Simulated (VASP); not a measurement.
# LaIn (Pm-3m) in VASP: a series of runs, part 2 of 2

VASP 6.6.1. The steps go on from the part before.

**3. Single point, LDA**

This run uses another cell than the first one, of 30.91 Å³/atom.

INCAR reads:

```
PREC     = Accurate       # precision mode
ENCUT    = 520            # plane-wave cutoff, eV
EDIFF    = 1E-6           # SCF threshold, eV
ISMEAR   = -1             # smearing method
SIGMA    = 0.05           # smearing width, eV
LREAL    = F              # projectors in reciprocal space
LASPH    = T              # aspherical terms in the spheres
NELM     = 100            # most SCF steps
ALGO     = Normal         # electronic algorithm
ISIF     = 2              # what is computed and relaxed
LWAVE    = F              # write WAVECAR
LCHARG   = F              # write CHGCAR
GGA      = CA             # functional
NBANDS   = 19             # bands
```

KPOINTS reads:

```
Automatic mesh
0
Gamma
  9 9 9
```

POSCAR reads:

```
LaIn
1.0
    3.9540772400      0.0000000000      0.0000000000
    0.0000000000      3.9540772400      0.0000000000
    0.0000000000      0.0000000000      3.9540772400
La In
1 1
Direct
    0.5000000000      0.5000000000      0.5000000000
    0.0000000000      0.0000000000      0.0000000000
```

Potentials or basis: VASP PAW LDA potentials, release 64 (La, In_d).

On the command line:

```console
cat potpaw_LDA.64/La/POTCAR potpaw_LDA.64/In_d/POTCAR > POTCAR
mpirun -np 1 vasp_std > vasp.out
```

OUTCAR:

```text
PREC = Accurate
   ENCUT = 520
   EDIFF = 1E-6
   ISMEAR = -1
   LREAL = F
   LASPH = T
   NELM = 100
   ISIF = 2
   GGA = CA

 ion  position               nearest neighbor table
   1  0.500  0.500  0.500-   2 3.42   2 3.42   2 3.42   2 3.42   2 3.42   2 3.42   2 3.42   2 3.42

   2  0.000  0.000  0.000-   1 3.42   1 3.42   1 3.42   1 3.42   1 3.42   1 3.42   1 3.42   1 3.42

  LATTYP: Found a simple cubic cell.
 ALAT       =     3.9540772400

  Lattice vectors:

 A1 = (   3.9540772400,   0.0000000000,   0.0000000000)
 A2 = (   0.0000000000,   3.9540772400,   0.0000000000)
 A3 = (   0.0000000000,   0.0000000000,   3.9540772400)

Analysis of symmetry for initial positions (statically):
=====================================================================
 Subroutine PRICEL returns:
 Original cell was already a primitive cell.

 Routine SETGRP: Setting up the symmetry group for a
 simple cubic supercell.

 Subroutine GETGRP returns: Found 48 space group operations
 (whereof 48 operations were pure point group operations)
 out of a pool of 48 trial point group operations.

The static configuration has the point symmetry O_h .

Analysis of symmetry for dynamics (positions and initial velocities):
=====================================================================
 Subroutine PRICEL returns:
 Original cell was already a primitive cell.

 Routine SETGRP: Setting up the symmetry group for a
 simple cubic supercell.

 Subroutine GETGRP returns: Found 48 space group operations
 (whereof 48 operations were pure point group operations)
 out of a pool of 48 trial point group operations.

The dynamic configuration has the point symmetry O_h .

 Subroutine INISYM returns: Found 48 space group operations
 (whereof 48 operations are pure point group operations),
 and found     1 'primitive' translations

----------------------------------------------------------------------------------------

                                     Primitive cell

  volume of cell :      61.8209

  direct lattice vectors                    reciprocal lattice vectors
     3.954077240  0.000000000  0.000000000     0.252903507  0.000000000  0.000000000
     0.000000000  3.954077240  0.000000000     0.000000000  0.252903507  0.000000000
     0.000000000  0.000000000  3.954077240     0.000000000  0.000000000  0.252903507

  length of vectors
     3.954077240  3.954077240  3.954077240     0.252903507  0.252903507  0.252903507

  position of ions in fractional coordinates (direct lattice)
     0.500000000  0.500000000  0.500000000
     0.000000000  0.000000000  0.000000000

  ion indices of the primitive-cell ions
   primitive index   ion index
                 1           1
                 2           2

----------------------------------------------------------------------------------------

 KPOINTS: Automatic mesh

Automatic generation of k-mesh.
 Grid dimensions read from file:
 generate k-points for:    9    9    9

 Generating k-lattice:

  Cartesian coordinates                     Fractional coordinates (reciprocal lattice)
     0.028100390  0.000000000  0.000000000     0.111111111  0.000000000  0.000000000
     0.000000000  0.028100390  0.000000000     0.000000000  0.111111111  0.000000000
     0.000000000  0.000000000  0.028100390     0.000000000  0.000000000  0.111111111

  Length of vectors
     0.028100390  0.028100390  0.028100390

  Shift w.r.t. Gamma in fractional coordinates (k-lattice)
     0.000000000  0.000000000  0.000000000

 Subroutine IBZKPT returns following result:
 ===========================================

 Found     35 irreducible k-points:

 Following reciprocal coordinates:
            Coordinates               Weight
  0.000000  0.000000  0.000000      1.000000
  0.111111  0.000000  0.000000      6.000000
  0.222222  0.000000  0.000000      6.000000
  0.333333  0.000000  0.000000      6.000000
  0.444444  0.000000  0.000000      6.000000
  0.111111  0.111111  0.000000     12.000000
[... 16 lines left out ...]
  0.333333  0.333333  0.111111     24.000000
  0.444444  0.333333  0.111111     48.000000
 [... further k-points ...]
   k-points           NKPTS =     35   k-points in BZ     NKDIM =     35   number of bands    NBANDS=     19
   number of dos      NEDOS =    301   number of ions     NIONS =      2
   total plane-waves  NPLWV =  27000
   dimension x,y,z NGX =    30 NGY =   30 NGZ =   30
   dimension x,y,z NGXF=    60 NGYF=   60 NGZF=   60
   ions per type =               1   1
   NGX,Y,Z   is equivalent  to a cutoff of  12.61, 12.61, 12.61 a.u.
   NGXF,Y,Z  is equivalent  to a cutoff of  25.23, 25.23, 25.23 a.u.
 SYSTEM =  unknown system
   PREC   = accura    normal or accurate (medium, high low for compatibility)
   ISTART =      0    job   : 0-new  1-cont  2-samecut
   ICHARG =      2    charge: 1-file 2-atom 10-const
   ISPIN  =      1    spin polarized calculation?
   LNONCOLLINEAR =      F non collinear calculations
   LSORBIT =      F    spin-orbit coupling
   LASPH  =      T    aspherical Exc in radial PAW
   ENCUT  =  520.0 eV  38.22 Ry    6.18 a.u.   7.35  7.35  7.35*2*pi/ulx,y,z
   NELM   =    100;   NELMIN=  2; NELMDL= -5     # of ELM steps
   EDIFF  = 0.1E-05   stopping-criterion for ELM
   LREAL  =      F    real-space projection
[... 7 lines left out ...]
   TEBEG  =    0.0;   TEEND  =   0.0 temperature during run
   PSTRESS=    0.0 pullay stress
   NELECT =      24.0000    total number of electrons
   NUPDOWN=      -1.0000    fix difference up-down
   EMIN   =  10.00;   EMAX   =-10.00  energy-range for DOS
   EFERMI =   0.00;   METHOD = LEGACY
   ISMEAR =    -1;   SIGMA  =   0.05  broadening in eV -4-tet -1-fermi 0-gaus
   EFERMI_NEDOS =   21; number of points for ismear=-14 and -15
   IALGO  =     38    algorithm
   IMIX   =      4    mixing-type and parameters
     AMIX     =   0.40;   BMIX     =  1.00
     AMIX_MAG =   1.60;   BMIX_MAG =  1.00
  volume/ion in A,a.u.               =      30.91       208.59
  Fermi-wavevector in a.u.,A,eV,Ry     =   1.194263  2.256830 19.405512  1.426265
  Thomas-Fermi vector in A             =   2.330258
   LORBIT       =      0    0 simple, 1 ext, 2 COOP (PROOUT), +10 PAW based schemes
   GGA     = CA    functional components
   LHFCALC =     F    Hartree Fock is set to
   AEXX    =    0.0000 exact exchange contribution
   IVDW    =     0    specifies the selected vdW correction
   LEPSILON=     F    determine dielectric tensor
   LRPA    =     F    only Hartree local field effects (RPA)
 non-spin polarized calculation
  energy-cutoff  :      520.00
  volume of cell :       61.82
 maximum number of plane-waves:      1743
 NGX is ok and might be reduce to    30
   NGX = 15   NGY = 15   NGZ = 15

 number of electron      24.0000015 magnetization

 Free energy of the ion-electron system (eV)
  ---------------------------------------------------
  ext. energy  EPLUGINS =         0.00000000
  ---------------------------------------------------
  free energy    TOTEN  =        -9.81688744 eV

  energy without entropy =       -9.80464443  energy(sigma->0) =       -9.81076593

 E-fermi :   7.6140     XC(G=0): -10.1851

 val. band max:        7.6114789195   @ k =   0.4444   0.3333   0.3333
 cond. band min:       7.6662679228   @ k =   0.4444   0.0000   0.0000
 fundamental gap:      0.0547890032
 Fermi energy:         7.6139704419

 k-point     1 :       0.0000    0.0000    0.0000
  band No.  band energies     occupation
      1     -25.1814      2.00000
      2      -8.7057      2.00000
      3      -8.7057      2.00000
      4      -8.7057      2.00000
      5      -6.4731      2.00000
      6      -6.4731      2.00000
[... 11 lines left out ...]
     18       9.1968      0.00000
     19       9.3710      0.00000

 k-point     2 :       0.1111    0.0000    0.0000
  band No.  band energies     occupation
      1     -25.1770      2.00000
      2      -8.7768      2.00000
      3      -8.7044      2.00000
      4      -8.7044      2.00000
      5      -6.4720      2.00000
      6      -6.4604      2.00000
[... 476 lines left out ...]
 k-point    24 :       0.4444    0.3333    0.1111
  band No.  band energies     occupation
      1     -25.1144      2.00000
      2      -9.1613      2.00000
      3      -9.0388      2.00000
      4      -8.6934      2.00000
      5      -6.4711      2.00000
      6      -6.4476      2.00000
[... 11 lines left out ...]
     18       9.3874      0.00000
     19       9.4598      0.00000

 [... further k-points ...]

------------------------ aborting loop because EDIFF is reached ----------------------------------------

  FORCE on cell =-STRESS in cart. coord.  units (eV):
  Direction    XX          YY          ZZ          XY          YZ          ZX
  --------------------------------------------------------------------------------------
  -------------------------------------------------------------------------------------
  Total       -1.4805143     -1.4805143     -1.4805143      0.0000000     -0.0000000     -0.0000000
  in kB      -38.3696417    -38.3696417    -38.3696417      0.0000000     -0.0000000     -0.0000000
  external PRESSURE =     -38.3696417 kB  Pullay stress =       0.0000000 kB

 VOLUME and BASIS-vectors are now :
 -----------------------------------------------------------------------------
  energy-cutoff  :      520.00
  volume of cell :       61.82
      direct lattice vectors                 reciprocal lattice vectors
     3.954077240  0.000000000  0.000000000     0.252903507  0.000000000  0.000000000
     0.000000000  3.954077240  0.000000000     0.000000000  0.252903507  0.000000000
     0.000000000  0.000000000  3.954077240     0.000000000  0.000000000  0.252903507

 POSITION                                       TOTAL-FORCE (eV/Angst)
 -----------------------------------------------------------------------------------
      1.97704      1.97704      1.97704         0.000000      0.000000      0.000000
      0.00000      0.00000      0.00000         0.000000      0.000000      0.000000
 -----------------------------------------------------------------------------------
    total drift:                                0.000000     -0.000000     -0.000000

  FREE ENERGIE OF THE ION-ELECTRON SYSTEM (eV)
  ---------------------------------------------------
  free  energy   TOTEN  =        -9.8168874350 eV

  energy  without entropy=       -9.8046444349  energy(sigma->0) =       -9.81076593
```

Wall time 30 s (1 thread of Intel Xeon Platinum 8488C (Sapphire Rapids), shared host); peak memory 0.19 GiB.

Results:

- Free energy: -9.8169 eV
- Pressure: -3.8 GPa
- Band gap on the k mesh: zero (bands 12 and 13 overlap by 1.81 eV)

Caveat: the cell stands under tension; spin-orbit coupling is left out, which moves the levels of the heavy elements.

The gap in the log of VASP goes by the Fermi energy; the results here count the filled bands.